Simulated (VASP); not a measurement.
ZnCd2SeS2: single point with PBEsol

ZnCd2SeS2:

```
CELL_PARAMETERS angstrom
2.91225 -2.91225 0.00000
0.00000 2.91225 -2.91225
5.71301 5.71301 5.71301
ATOMIC_POSITIONS crystal
Cd 0.00420 0.01868 0.99836
Cd 0.32478 0.65164 0.34129
S 0.00354 0.00071 0.25558
S 0.35208 0.67390 0.59552
Zn 0.66526 0.32697 0.67414
Se 0.67585 0.35051 0.91544
```

```json
{"Program": "VASP 6.6.1", "Task": "single point", "Functional": "PBEsol", "Potentials or basis": "VASP PAW PBE potentials, release 64 (Cd, S, Zn, Se)", "Cutoff": "520 eV", "k mesh": "2 × 2 × 2, shifted", "Occupations": "fermi-dirac, width 0.05 eV", "Spin": "no spin polarisation", "Dipole correction": "no", "Further INCAR settings": "ALGO = Normal; EDIFF = 1e-07; NBANDS = 36"}
```

```json
{
 "Pressure": "-0.2 GPa",
 "Largest force": "0.825 eV/Å",
 "Band gap on the k mesh": "2.97 eV"
}
```

Forces on the atoms (eV/Å):
```
Cd   0.541  0.268  0.462
Cd   0.142  0.039 -0.280
S   -0.176 -0.091  0.208
S    0.233  0.410  0.430
Zn  -0.368 -0.496 -0.548
Se  -0.371 -0.130 -0.272
```

Stress tensor (GPa, compression positive):
```
-0.07  0.95  0.82
 0.95 -0.15  0.22
 0.82  0.22 -0.22
```

Levels at points of the mesh, in eV from the valence-band top:
```csv
k point,band 23,band 24,band 25,band 26,band 27,band 28,band 29,band 30,band 31,band 32
"(0.25, 0.25, 0.25)",-1.82,-1.71,-1.55,-1.02,-0.60,4.33,4.59,5.32,5.55,5.87
```

Run time: 56 s on 1 thread of Intel(R) Xeon(R) Platinum 8375C CPU @ 2.90GHz (Ice Lake) (shared host), peak memory 0.3 GiB.

Caveat: the k points lie up to 0.88 Å⁻¹ apart, too coarse for converged energies, forces and pressures; the PAW data sets were made with another functional, which shifts forces and pressure a little; a shifted mesh leaves out Γ, where band edges can lie. A k mesh can miss the band edges.
